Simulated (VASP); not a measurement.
Crystal: Mo.

```
CELL_PARAMETERS angstrom
-1.57365 1.57365 1.57365
1.57365 -1.57365 1.57365
1.57365 1.57365 -1.57365
ATOMIC_POSITIONS crystal
Mo 0.00000 0.00000 0.00000
```

```yaml
Program: VASP 6.6.1
Task: relaxation of cell and atoms
Functional: PBEsol
Potentials_or_basis: VASP PAW PBE potentials, release 64 (Mo_sv)
Cutoff: 600 eV
k_mesh: 23 × 23 × 23
Occupations: fermi-dirac, width 0.05 eV
Spin: no spin polarisation
```

At the start: pressure -4.1 GPa; volume 15.59 Å³/atom.

Problem. Where does the relaxation end?

Solution. Over 4 steps the energy falls by 3.0 meV/atom and the volume is 15.35 Å³/atom (-1.5 %); space group Im-3m (No. 229, to 0.1 Å) before and after.

Step by step:
```tsv
step	energy change (eV)	largest force (eV/Å)	pressure (GPa)	volume (Å³)
1	0.0000	0.0000	-4.10	15.59
2	0.0230	0.0000	13.29	14.70
3	-0.0030	0.0000	-0.07	15.36
4	-0.0030	0.0000	0.01	15.35
```

Final structure:
```cif
data_structure
_symmetry_space_group_name_H-M 'P 1'
_symmetry_Int_Tables_number 1
_cell_length_a 2.7120
_cell_length_b 2.7120
_cell_length_c 2.7120
_cell_angle_alpha 109.471
_cell_angle_beta 109.471
_cell_angle_gamma 109.471
_cell_volume 15.35
loop_
_atom_site_label
_atom_site_type_symbol
_atom_site_fract_x
_atom_site_fract_y
_atom_site_fract_z
_atom_site_occupancy
Mo1 Mo 0.00000 0.00000 0.00000 1
```

Caveat: the PAW data sets were made with another functional, which shifts forces and pressure a little.
